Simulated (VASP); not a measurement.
Here is a VASP 6.6.1 calculation.

The input POSCAR:

```
CuO
1.0
    2.2940437287     -1.6763657078      0.0000000000
    2.2940437287      1.6763657078      0.0000000000
   -0.8326750593      0.0000000000      4.9546185987
Cu O
2 2
Direct
    0.5000000000      0.0000000000      0.5000000000
    0.0000000000      0.5000000000      0.0000000000
    0.4184000000      0.5816000000      0.7500000000
    0.5816000000      0.4184000000      0.2500000000
```

Contents of INCAR.step1:

```
  PREC = Accurate
  ENCUT = 520
  ISMEAR = -1
  SIGMA = 0.05
  LREAL = False
  LASPH = True
  NELM = 60
  NBANDS = 25
  GGA = PE
  ALGO = Normal
  EDIFF = 1E-4
  LWAVE = True
  LCHARG = False
```

File INCAR.step2:

```
  PREC = Accurate
  ENCUT = 520
  EDIFF = 1E-6
  ISMEAR = -1
  SIGMA = 0.05
  LREAL = False
  LASPH = True
  NELM = 60
  ALGO = Normal
  ISIF = 2
  LWAVE = False
  LCHARG = True
  METAGGA = R2SCAN
  LMIXTAU = True
  LELF = True
  LVHAR = True
  NBANDS = 25
  ISTART = 1
```

KPOINTS

```
Automatic mesh
0
Gamma
  10 10 5
```

Potentials or basis: VASP PAW PBE potentials, release 64 (Cu, O).

Launch:

```console
$ cat potpaw_PBE.64/Cu/POTCAR potpaw_PBE.64/O/POTCAR > POTCAR
$ cp INCAR.step1 INCAR
$ mpirun -np 1 vasp_std > vasp.out
$ cp INCAR.step2 INCAR
$ mpirun -np 1 vasp_std > vasp.out
```

Predict the pressure.

12.9 GPa.

Predict the band gap on the k mesh.

zero (bands 17 and 18 overlap by 0.59 eV).

What does it give for the largest force?

0.018 eV/Å.

Forces on the atoms (eV/Å):
```
Cu   0.000  0.000  0.000
Cu   0.000  0.000  0.000
O    0.000 -0.018  0.000
O    0.000  0.018  0.000
```

Caveat: the cell stands under pressure; the PAW data sets were made with another functional, which shifts forces and pressure a little; semilocal functionals often make such compounds metallic where correlation or magnetic order opens a gap, which also shifts bond lengths. With open d or f shells a metallic result of r2SCAN can be an artefact of self-interaction; +U or a hybrid may open a gap.
